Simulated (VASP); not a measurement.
Cd:

```xyz
1
Lattice="2.8567 0.0000 0.0000 0.0000 2.8567 0.0000 0.0000 0.0000 2.8567" Properties=species:S:1:pos:R:3 pbc="T T T"
Cd    0.0000    0.0000    0.0000
```

* Program: VASP 6.6.1
* Task: relaxation of cell and atoms
* Functional: revPBE
* Potentials or basis: VASP PAW PBE potentials, release 64 (Cd)
* Cutoff: 600 eV
* k mesh: 11 × 11 × 11
* Occupations: fermi-dirac, width 0.1 eV
* Spin: no spin polarisation

At the start: pressure 8.5 GPa; volume 23.31 Å³/atom.

Task: How do energy, volume and symmetry change on relaxing?

Result: Over 4 steps the energy falls by 107.7 meV/atom and the volume is 28.42 Å³/atom (+21.9 %); space group Pm-3m (No. 221, to 0.05 Å).

Step by step:
```csv
step,energy change (eV),largest force (eV/Å),pressure (GPa),volume (Å³)
1,0.0000,0.0000,8.55,23.31
2,-0.1066,0.0000,0.57,27.77
3,-0.1076,0.0000,-0.13,28.58
4,-0.1077,0.0000,-0.01,28.42
```

Final structure:
```yaml
crystal:
  lattice:
    - [3.05176, 0.00000, 0.00000]
    - [0.00000, 3.05176, 0.00000]
    - [0.00000, 0.00000, 3.05176]
  atoms:
    - { symbol: Cd, position: [0.00000, 0.00000, 0.00000] }
```

Caveat: the volume moved by over 15 % at a fixed basis, so the end points are rough; the PAW data sets were made with another functional, which shifts forces and pressure a little.
